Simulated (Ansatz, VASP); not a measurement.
**One calculation of Zn, two programs**

```
Zn
1.0
     3.37303    0.00000    0.00000
    -1.68652    2.92113    0.00000
     0.00000    0.00000   11.01622
Zn
8
Direct
  0.00000 0.00000 0.09375
  0.00000 0.00000 0.59375
  0.00000 0.00000 0.40625
  0.00000 0.00000 0.90625
  0.33333 0.66667 0.15625
  0.66667 0.33333 0.65625
  0.33333 0.66667 0.34375
  0.66667 0.33333 0.84375
```

Alike in both runs: task relaxation of cell and atoms; functional PBE; k mesh 6 × 6 × 2; occupations gaussian, width 0.1 eV; no spin polarisation.

|  | VASP | Ansatz |
| --- | --- | --- |
| version | VASP 6.6.1 | Ansatz 0.2.0 |
| potentials or method | VASP PAW PBE potentials, release 64 (Zn), cutoff 600 eV | scalar-relativistic, plane waves, PAW |
| valence electrons in the cell | 96 | 96 |

```csv
,VASP,Ansatz,Ansatz less VASP
"gap on the k mesh at the Fermi level, each at its own relaxed structure (eV)",none,none,-
relaxed volume (Å³/atom),19.91,19.92,+0.015
relaxed length of the cell vector where the two differ most in proportion (Å),9.988,9.974,-0.0135
```

A gap of «none» marks a metal or a gap that the smearing closes.

Noted on VASP's run: the volume moved by over 15 % at a fixed basis, so the end points are rough.
